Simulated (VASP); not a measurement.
Crystal: Al3H.

```
CELL_PARAMETERS angstrom
5.29055 0.00000 0.00000
-2.64527 4.58175 0.00000
0.00000 0.00000 2.78037
ATOMIC_POSITIONS crystal
Al 0.50000 0.00000 0.50000
Al 0.00000 0.50000 0.50000
Al 0.50000 0.50000 0.50000
H 0.00000 0.00000 0.00000
```

The cell was generated, and may not be a known phase.

```yaml
Program: VASP 6.6.1
Task: relaxation of cell and atoms
Functional: PBE
Potentials_or_basis: VASP PAW PBE potentials, release 64 (Al, H)
Cutoff: 600 eV
k_mesh: 12 × 12 × 16
Occupations: gaussian, width 0.1 eV
Spin: no spin polarisation
```

At the start: pressure -0.0 GPa; volume 16.85 Å³/atom.

Task: How do energy, volume and symmetry change on relaxing?

Result: Over 3 steps the energy falls by 10.8 meV/atom and the volume is 16.82 Å³/atom (-0.2 %); space group P6/mmm (No. 191, to 0.1 Å) before and after.

The path:
| step | energy change (eV) | largest force (eV/Å) | pressure (GPa) | volume (Å³) |
| --- | --- | --- | --- | --- |
| 1 | 0.0000 | 0.0000 | -0.04 | 67.40 |
| 2 | -0.0325 | 0.0000 | -0.10 | 67.34 |
| 3 | -0.0431 | 0.0000 | 0.00 | 67.26 |

Final structure:
```yaml
crystal:
  lattice:
    - [5.38142, 0.00000, 0.00000]
    - [-2.69071, 4.66044, 0.00000]
    - [0.00000, 0.00000, 2.68188]
  atoms:
    - { symbol: Al, position: [0.50000, 0.00000, 0.50000] }
    - { symbol: Al, position: [0.00000, 0.50000, 0.50000] }
    - { symbol: Al, position: [0.50000, 0.50000, 0.50000] }
    - { symbol: H, position: [0.00000, 0.00000, 0.00000] }
```
